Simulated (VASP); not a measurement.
Here is a VASP 6.6.1 calculation.

The input INCAR:

```
SYSTEM = H3C2N
PREC = Accurate ; ENCUT = 520
EDIFF = 1E-6 ; ISMEAR = -1
SIGMA = 0.05 ; LREAL = Auto
LASPH = .TRUE. ; NELM = 100
ALGO = Normal ; ISIF = 2
LWAVE = .FALSE. ; LCHARG = .TRUE.
GGA = PE ; IVDW = 12
LELF = .TRUE. ; LVHAR = .TRUE.
NBANDS = 72
```

Contents of KPOINTS:

```
Automatic mesh
0
G
  1 1 1
  0 0 0
```

POSCAR

```
H3C2N
1.0
    8.3116590000      0.0000000000      0.0000000000
    0.0000000000      8.3116590000      0.0000000000
    0.0000000000      0.0000000000      8.3116590000
C N H
12 6 18
Direct
    1.0376869407      0.1812393892      0.4404174907
    0.9638869930      0.2193665549      0.6000125847
    0.4797959108      0.7684386474      0.2369202105
    0.4188453833      0.6465135300      0.3428798029
    0.1467216112      0.7663452026      0.6222103193
    0.2158173236      0.7383002599      0.7793991548
    0.4803854441      0.3453943431      0.7463612258
    0.4646244510      0.1918389578      0.6744862849
    0.7748633576      0.4578628647      0.1263766957
    0.8096217614      0.6205018757      0.2047605659
    0.8577108373      0.9426517618      0.9356736122
    0.7389018245      0.8284146402      0.8628481991
    0.9454189591      0.2480852499      0.7361466586
    0.4047206460      0.5383040859      0.4281576037
    0.2413477261      0.7074159322      0.9124652491
    0.4398038947      0.0704672798      0.6006382119
    0.8724130766      0.7183884709      0.2878005462
    0.6674118849      0.7148272084      0.8104759832
    1.0814327200      0.2777544170      0.3647045674
    1.1512503100      0.1147664985      0.4738885462
    0.9639110555      0.1026630183      0.3696734912
    0.4800124740      0.8891365731      0.3090598399
    0.6097940255      0.7545184421      0.2205576528
    0.4074517494      0.7549515686      0.1253059106
    0.2307120636      0.7791104038      0.5189938615
    0.0680850839      0.6647048441      0.5898581739
    0.0732826022      0.8727018276      0.6450216497
    0.3734513170      0.3857713604      0.8246368144
    0.5950436610      0.3394749472      0.8194392961
    0.5031125555      0.4393226430      0.6440350837
    0.7108568819      0.4658636741      0.0104431618
    0.8929023676      0.3943977971      0.1133949311
    0.7118915730      0.3737160054      0.2142893495
    0.9685671657      0.9282984300      0.8679133733
    0.8193069518      1.0656717269      0.9097461770
    0.8481098659      0.9393070625      1.0747312901
```

Potentials or basis: VASP PAW PBE potentials, release 64 (C, N, H).

The run is started by

```bash
$ cat potpaw_PBE.64/C/POTCAR potpaw_PBE.64/N/POTCAR potpaw_PBE.64/H/POTCAR > POTCAR
$ mpirun -np 1 vasp_gam > vasp.out
```

What does it give for the dispersion energy per atom?

-0.041 eV.

What does it give for the largest force?

4.384 eV/Å.

What does it give for the band gap on the k mesh?

5.38 eV.

Forces in eV/Å, atoms in the order of the input:
```
C    0.772 -0.734  1.628
C    1.321  0.352 -1.118
C   -0.692  1.681  0.881
C    1.568  0.735 -0.725
C    0.082 -0.139 -0.282
C   -0.257 -0.442 -1.123
C    0.908  2.021  0.499
C   -1.485 -3.363 -2.389
C    0.314  0.104  1.283
C    1.601 -1.139  0.906
C   -2.355  0.098  0.676
C   -0.402 -2.276 -0.365
N   -0.514  0.062 -0.163
N   -0.875 -1.502  1.041
N    0.554 -0.133  1.214
N    0.684  2.524  1.672
N   -1.094 -1.096 -1.420
N    1.378  2.700  1.113
H   -0.268  0.883  0.170
H   -0.635  0.183 -0.240
H   -0.566 -0.567 -0.354
H   -0.666 -1.157 -1.261
H   -0.277 -0.412 -0.272
H    0.383  0.880  0.049
H   -0.175  0.308  0.811
H   -0.075  0.105  0.187
H   -0.250  0.312 -0.696
H    1.159 -0.531 -0.899
H   -0.838  0.361 -0.257
H   -0.486 -1.108  1.397
H    0.186  0.126  0.341
H   -0.340  0.658 -0.381
H    0.004  1.109 -0.636
H    0.607 -0.230  0.753
H   -0.132  0.211 -0.319
H    0.861 -0.586 -1.720
```

Caveat: the k points lie up to 0.76 Å⁻¹ apart; the atoms stand as in a frame of molecular dynamics.
